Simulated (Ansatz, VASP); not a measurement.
## NiO in VASP and in Ansatz

INCAR

```
SYSTEM = NiO
ALGO = Normal ; EDIFF = 1E-6
ENCUT = 700 ; GGA = RE
GGA_COMPAT = .FALSE. ; ISIF = 2
ISMEAR = 0 ; ISPIN = 2
IVDW = 13 ; LASPH = .TRUE.
LCHARG = .FALSE. ; LDAU = .TRUE.
LDAUJ = 0 0 ; LDAUL = 2 -1
LDAUPRINT = 1 ; LDAUTYPE = 2
LDAUU = 6.2 0 ; LMAXMIX = 4
LORBIT = 11 ; LREAL = .FALSE.
LWAVE = .FALSE. ; MAGMOM = 1.9 0.22
NBANDS = 23 ; NELM = 200
PREC = Accurate ; SIGMA = 0.05
```

The input KPOINTS:

```
k-points
0
G
  10 10 10
  0 0 0
```

POSCAR

```
NiO
1.0
    0.0000000000      2.1022778847      2.1022778847
    2.1022778847      0.0000000000      2.1022778847
    2.1022778847      2.1022778847      0.0000000000
Ni O
1 1
Direct
    0.0000000000      0.0000000000      0.0000000000
    0.5000000000      0.5000000000      0.5000000000
```

Input for Ansatz:

```yaml
crystal:
  lattice:
    - [0.0, 2.1022778847, 2.1022778847]
    - [2.1022778847, 0.0, 2.1022778847]
    - [2.1022778847, 2.1022778847, 0.0]
  atoms:
    - { symbol: Ni, position: [0.0, 0.0, 0.0], spin: 1.91 }
    - { symbol: O, position: [0.5, 0.5, 0.5] }
basis:
  ecutwfc: 420
  ecutrho_ratio: 4
kpoints:
  mp_grid: { grid: [10, 10, 10] }
hamiltonian:
  xc: revpbe
  dispersion: d4
  hubbard:
    sites:
      - { species: Ni, l: d, u_eff: 6.2, starting_ns: start.occupation_matrices }
    ns_hold: { iters: 6 }
scf:
  occupations: { method: gaussian, width: 0.05 }
  lower_state_search: "off"
output:
  forces: true
  stress: true
  eigenvalues: true
  populations: true
  hubbard: { sites: [{ species: Ni, l: d }] }
magnetization:
  spin_polarized: true
```

Alike in both runs: task single point; functional revPBE; dispersion D4; k mesh 10 × 10 × 10; occupations gaussian, width 0.05 eV; collinear spin; Hubbard terms Ni d U = 6.2 eV.

```csv
,VASP,Ansatz
version,VASP 6.6.1,Ansatz 0.2.0
potentials or method,"VASP PAW PBE potentials, release 64 (Ni_sv_GW, O), cutoff 700 eV","scalar-relativistic, plane waves, PAW"
valence electrons in the cell,24,24
```

Ansatz gave:

| Property | Result |
| --- | --- |
| gap on the k mesh at the Fermi level (eV) | 2.21 |
| least direct gap on the mesh (eV) | 2.99 |
| pressure (GPa) | 10.2 |
| net moment per atom (μB) | 1.00 |
| size of the moment on the site where the two differ most (μB) | 1.73 |

Question: What did VASP give for the same quantities?

Answer: gap on the k mesh at the Fermi level (eV): 2.28; least direct gap on the mesh (eV): 3.50; pressure (GPa): 7.9; net moment per atom (μB): 1.00; size of the moment on the site where the two differ most (μB): 1.80.

VASP's potentials were made for PBE, not for revPBE. Site moments also hang on the region over which each program counts them. The programs project onto different local orbitals, so the same U acts differently, and such runs can settle in different states. Ansatz's warnings: dispersion switch in reach, stability check not made.
